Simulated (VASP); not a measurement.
# Sr (Fm-3m) in VASP: further runs

Runs on Sr. Level: PBE. Tasks: single point.

Program: VASP 6.6.1. These are calculated values, not measurements. Logs are shortened: lines on timing, memory, paths and dates and some standing lists are left out, and cuts for length are marked.

## Step 1: The cell of the first run

Symmetry: Fm-3m, No. 225, cubic system. The conventional cell has a = 6.038 Å, b = 6.038 Å, c = 6.038 Å, α = 90.00°, β = 90.00°, γ = 90.00°. Sr (site symmetry m-3m) has 12 Sr at 4.27 Å within 5.6 Å.

## Step 2: Single point, PBE

Contents of INCAR:

```
  ALGO = Normal
  EDIFF = 1E-6
  ENCUT = 520
  GGA = PE
  ISIF = 2
  ISMEAR = 0
  LASPH = True
  LCHARG = True
  LELF = True
  LREAL = False
  LVHAR = True
  LWAVE = False
  NBANDS = 11
  NELM = 80
  PREC = Accurate
  SIGMA = 0.01
```

Contents of KPOINTS:

```
k-points
0
Gamma
  9 9 9
```

Contents of POSCAR:

```
Sr
1.0
    0.0000000000      3.0191365063      3.0191365063
    3.0191365063      0.0000000000      3.0191365063
    3.0191365063      3.0191365063      0.0000000000
Sr
1
Direct
    0.0000000000      0.0000000000      0.0000000000
```

Potentials or basis: VASP PAW PBE potentials, release 64 (Sr_sv).

Command:

```sh
> cat potpaw_PBE.64/Sr_sv/POTCAR > POTCAR
> mpirun -np 1 vasp_std > vasp.out
```

OUTCAR:

```text
EDIFF = 1E-6
   ENCUT = 520
   GGA = PE
   ISIF = 2
   ISMEAR = 0
   LASPH = True
   LREAL = False
   NELM = 80
   PREC = Accurate

 ion  position               nearest neighbor table
   1  0.000  0.000  0.000-

  LATTYP: Found a face centered cubic cell.
 ALAT       =     6.0382730126

  Lattice vectors:

 A1 = (   0.0000000000,   3.0191365063,   3.0191365063)
 A2 = (   3.0191365063,   0.0000000000,   3.0191365063)
 A3 = (   3.0191365063,   3.0191365063,   0.0000000000)

Analysis of symmetry for initial positions (statically):
=====================================================================
 Subroutine PRICEL returns:
 Original cell was already a primitive cell.

 Routine SETGRP: Setting up the symmetry group for a
 face centered cubic supercell.

 Subroutine GETGRP returns: Found 48 space group operations
 (whereof 48 operations were pure point group operations)
 out of a pool of 48 trial point group operations.

The static configuration has the point symmetry O_h .

Analysis of symmetry for dynamics (positions and initial velocities):
=====================================================================
 Subroutine PRICEL returns:
 Original cell was already a primitive cell.

 Routine SETGRP: Setting up the symmetry group for a
 face centered cubic supercell.

 Subroutine GETGRP returns: Found 48 space group operations
 (whereof 48 operations were pure point group operations)
 out of a pool of 48 trial point group operations.

The dynamic configuration has the point symmetry O_h .

 Subroutine INISYM returns: Found 48 space group operations
 (whereof 48 operations are pure point group operations),
 and found     1 'primitive' translations

----------------------------------------------------------------------------------------

                                     Primitive cell

  volume of cell :      55.0400

  direct lattice vectors                    reciprocal lattice vectors
     0.000000000  3.019136506  3.019136506    -0.165610266  0.165610266  0.165610266
     3.019136506  0.000000000  3.019136506     0.165610266 -0.165610266  0.165610266
     3.019136506  3.019136506  0.000000000     0.165610266  0.165610266 -0.165610266

  length of vectors
     4.269703794  4.269703794  4.269703794     0.286845395  0.286845395  0.286845395

  position of ions in fractional coordinates (direct lattice)
     0.000000000  0.000000000  0.000000000

  ion indices of the primitive-cell ions
   primitive index   ion index
                 1           1

----------------------------------------------------------------------------------------

 KPOINTS: k-points

Automatic generation of k-mesh.
 Grid dimensions read from file:
 generate k-points for:    9    9    9

 Generating k-lattice:

  Cartesian coordinates                     Fractional coordinates (reciprocal lattice)
    -0.018401141  0.018401141  0.018401141     0.111111111  0.000000000  0.000000000
     0.018401141 -0.018401141  0.018401141     0.000000000  0.111111111  0.000000000
     0.018401141  0.018401141 -0.018401141     0.000000000  0.000000000  0.111111111

  Length of vectors
     0.031871711  0.031871711  0.031871711

  Shift w.r.t. Gamma in fractional coordinates (k-lattice)
     0.000000000  0.000000000  0.000000000

 Subroutine IBZKPT returns following result:
 ===========================================

 Found     35 irreducible k-points:

 Following reciprocal coordinates:
            Coordinates               Weight
  0.000000  0.000000  0.000000      1.000000
  0.111111  0.000000  0.000000      8.000000
  0.222222  0.000000  0.000000      8.000000
  0.333333  0.000000  0.000000      8.000000
  0.444444  0.000000  0.000000      8.000000
  0.111111  0.111111  0.000000      6.000000
[... 16 lines left out ...]
 -0.333333  0.333333  0.000000     12.000000
  0.444444  0.444444  0.000000      6.000000
 [... further k-points ...]
   k-points           NKPTS =     35   k-points in BZ     NKDIM =     35   number of bands    NBANDS=     11
   number of dos      NEDOS =    301   number of ions     NIONS =      1
   total plane-waves  NPLWV =  32768
   dimension x,y,z NGX =    32 NGY =   32 NGZ =   32
   dimension x,y,z NGXF=    64 NGYF=   64 NGZF=   64
   ions per type =               1
   NGX,Y,Z   is equivalent  to a cutoff of  12.46, 12.46, 12.46 a.u.
   NGXF,Y,Z  is equivalent  to a cutoff of  24.92, 24.92, 24.92 a.u.
 SYSTEM =  unknown system
   PREC   = accura    normal or accurate (medium, high low for compatibility)
   ISTART =      0    job   : 0-new  1-cont  2-samecut
   ICHARG =      2    charge: 1-file 2-atom 10-const
   ISPIN  =      1    spin polarized calculation?
   LNONCOLLINEAR =      F non collinear calculations
   LSORBIT =      F    spin-orbit coupling
   LASPH  =      T    aspherical Exc in radial PAW
   ENCUT  =  520.0 eV  38.22 Ry    6.18 a.u.   7.94  7.94  7.94*2*pi/ulx,y,z
   NELM   =     80;   NELMIN=  2; NELMDL= -5     # of ELM steps
   EDIFF  = 0.1E-05   stopping-criterion for ELM
   LREAL  =      F    real-space projection
[... 7 lines left out ...]
   TEBEG  =    0.0;   TEEND  =   0.0 temperature during run
   PSTRESS=    0.0 pullay stress
   NELECT =      10.0000    total number of electrons
   NUPDOWN=      -1.0000    fix difference up-down
   EMIN   =  10.00;   EMAX   =-10.00  energy-range for DOS
   EFERMI =   0.00;   METHOD = LEGACY
   ISMEAR =     0;   SIGMA  =   0.01  broadening in eV -4-tet -1-fermi 0-gaus
   EFERMI_NEDOS =   21; number of points for ismear=-14 and -15
   IALGO  =     38    algorithm
   IMIX   =      4    mixing-type and parameters
     AMIX     =   0.40;   BMIX     =  1.00
     AMIX_MAG =   1.60;   BMIX_MAG =  1.00
  volume/ion in A,a.u.               =      55.04       371.43
  Fermi-wavevector in a.u.,A,eV,Ry     =   0.927218  1.752189 11.697393  0.859734
  Thomas-Fermi vector in A             =   2.053265
   LORBIT       =      0    0 simple, 1 ext, 2 COOP (PROOUT), +10 PAW based schemes
   GGA     = PE    functional components
   LHFCALC =     F    Hartree Fock is set to
   AEXX    =    0.0000 exact exchange contribution
   IVDW    =     0    specifies the selected vdW correction
   LEPSILON=     F    determine dielectric tensor
   LRPA    =     F    only Hartree local field effects (RPA)
 non-spin polarized calculation
 Gauss-broadening in eV      SIGMA  =   0.01
  energy-cutoff  :      520.00
  volume of cell :       55.04
 maximum number of plane-waves:      1491
   NGX = 15   NGY = 15   NGZ = 15

 number of electron      10.0000000 magnetization

 Free energy of the ion-electron system (eV)
  ---------------------------------------------------
  ext. energy  EPLUGINS =         0.00000000
  ---------------------------------------------------
  free energy    TOTEN  =        -1.63544585 eV

  energy without entropy =       -1.63544585  energy(sigma->0) =       -1.63544585

 E-fermi :   1.5665     XC(G=0):  -7.3464

 val. band max:        1.5245231534   @ k =  -0.3333   0.4444   0.2222
 cond. band min:       1.6118254670   @ k =  -0.4444   0.2222   0.0000
 fundamental gap:      0.0873023136
 Fermi energy:         1.5665035240

 k-point     1 :       0.0000    0.0000    0.0000
  band No.  band energies     occupation
      1     -35.0341      2.00000
      2     -16.9225      2.00000
      3     -16.9225      2.00000
      4     -16.9225      2.00000
      5      -2.0623      2.00000
      6       3.9261      0.00000
      7       3.9261      0.00000
      8       3.9261      0.00000
      9       5.3908      0.00000
     10       5.3908      0.00000
     11       8.6835      0.00000

 k-point     2 :       0.1111    0.0000    0.0000
  band No.  band energies     occupation
      1     -35.0325      2.00000
      2     -16.9459      2.00000
      3     -16.9256      2.00000
      4     -16.9256      2.00000
      5      -1.8648      2.00000
      6       3.6303      0.00000
      7       4.0142      0.00000
      8       4.0142      0.00000
      9       5.2781      0.00000
     10       5.2781      0.00000
     11       9.1598      0.00000

 k-point     3 :       0.2222    0.0000    0.0000
  band No.  band energies     occupation
      1     -35.0284      2.00000
      2     -17.0044      2.00000
      3     -16.9336      2.00000
      4     -16.9336      2.00000
      5      -1.3064      2.00000
      6       3.0100      0.00000
      7       4.0981      0.00000
      8       4.0981      0.00000
      9       5.2631      0.00000
     10       5.2631      0.00000
     11       8.6051      0.00000

 k-point     4 :       0.3333    0.0000    0.0000
  band No.  band energies     occupation
      1     -35.0237      2.00000
      2     -17.0697      2.00000
      3     -16.9426      2.00000
      4     -16.9426      2.00000
      5      -0.4985      2.00000
      6       2.3561      0.00000
      7       3.9434      0.00000
      8       3.9434      0.00000
      9       5.7379      0.00000
     10       5.7379      0.00000
     11       7.7608      0.00000
[... 239 lines left out ...]
 k-point    22 :      -0.4444    0.3333    0.0000
  band No.  band energies     occupation
      1     -35.0163      2.00000
      2     -17.0819      2.00000
      3     -17.0213      2.00000
      4     -16.9801      2.00000
      5       1.2443      2.00000
      6       1.8703      0.00000
      7       2.5386      0.00000
      8       5.0093      0.00000
      9       5.6390      0.00000
     10       6.4323      0.00000
     11       7.1371      0.00000

 k-point    23 :      -0.3333    0.3333    0.0000
  band No.  band energies     occupation
      1     -35.0168      2.00000
      2     -17.0539      2.00000
      3     -17.0527      2.00000
      4     -16.9693      2.00000
      5       1.3978      2.00000
      6       1.9115      0.00000
      7       2.3566      0.00000
      8       4.6783      0.00000
      9       5.6130      0.00000
     10       5.9184      0.00000
     11       8.1282      0.00000

 k-point    24 :       0.4444    0.4444    0.0000
  band No.  band energies     occupation
      1     -35.0162      2.00000
      2     -17.1007      2.00000
      3     -16.9914      2.00000
      4     -16.9914      2.00000
      5       0.8151      2.00000
      6       1.9688      0.00000
      7       2.6638      0.00000
      8       6.1798      0.00000
      9       6.1798      0.00000
     10       6.3984      0.00000
     11       7.5152      0.00000

 [... further k-points ...]

------------------------ aborting loop because EDIFF is reached ----------------------------------------

  FORCE on cell =-STRESS in cart. coord.  units (eV):
  Direction    XX          YY          ZZ          XY          YZ          ZX
  --------------------------------------------------------------------------------------
  -------------------------------------------------------------------------------------
  Total       -0.0399060     -0.0399060     -0.0399060      0.0000000      0.0000000      0.0000000
  in kB       -1.1616386     -1.1616386     -1.1616386      0.0000000      0.0000000      0.0000000
  external PRESSURE =      -1.1616386 kB  Pullay stress =       0.0000000 kB

 VOLUME and BASIS-vectors are now :
 -----------------------------------------------------------------------------
  energy-cutoff  :      520.00
  volume of cell :       55.04
      direct lattice vectors                 reciprocal lattice vectors
     0.000000000  3.019136506  3.019136506    -0.165610266  0.165610266  0.165610266
     3.019136506  0.000000000  3.019136506     0.165610266 -0.165610266  0.165610266
     3.019136506  3.019136506  0.000000000     0.165610266  0.165610266 -0.165610266

 POSITION                                       TOTAL-FORCE (eV/Angst)
 -----------------------------------------------------------------------------------
      0.00000      0.00000      0.00000         0.000000      0.000000      0.000000
 -----------------------------------------------------------------------------------
    total drift:                                0.000000      0.000000      0.000000

  FREE ENERGIE OF THE ION-ELECTRON SYSTEM (eV)
  ---------------------------------------------------
  free  energy   TOTEN  =        -1.6354458532 eV

  energy  without entropy=       -1.6354458532  energy(sigma->0) =       -1.63544585
```

Wall time 20 s (1 thread of Intel Xeon 8259CL, shared host); peak memory 0.18 GiB.

What came out:

```
Free energy : -1.6354 eV
Pressure    : -0.1 GPa
```

## Step 3: Single point, PBE

Contents of INCAR:

```
SYSTEM = Sr
  PREC = Accurate
  ENCUT = 520
  EDIFF = 1E-6
  ISMEAR = 0
  SIGMA = 0.03
  LREAL = .FALSE.
  LASPH = .TRUE.
  NELM = 100
  ALGO = Normal
  ISIF = 2
  LWAVE = .FALSE.
  LCHARG = .FALSE.
  GGA = PE
  NBANDS = 11
```

Contents of KPOINTS:

```
Automatic mesh
0
G
  9 9 9
  0 0 0
```

POSCAR is that of step 2.

Potentials or basis: VASP PAW PBE potentials, release 64 (Sr_sv).

Command:

```sh
> cat potpaw_PBE.64/Sr_sv/POTCAR > POTCAR
> mpirun -np 1 vasp_std > vasp.out
```

Wall time 19 s (1 thread of Intel Xeon 8259CL, shared host); peak memory 0.18 GiB.

Results (log left out):

```
Free energy : -1.6355 eV
Pressure    : -0.1 GPa
```

Levels at points of the mesh, in eV from the Fermi level:
```
           k point  band 1  band 2  band 3  band 4  band 5  band 6  band 7  band 8  band 9  band 10
(0.00, 0.00, 0.00)  -36.60  -18.49  -18.49  -18.49   -3.63    2.36    2.36    2.36    3.82     3.82
```
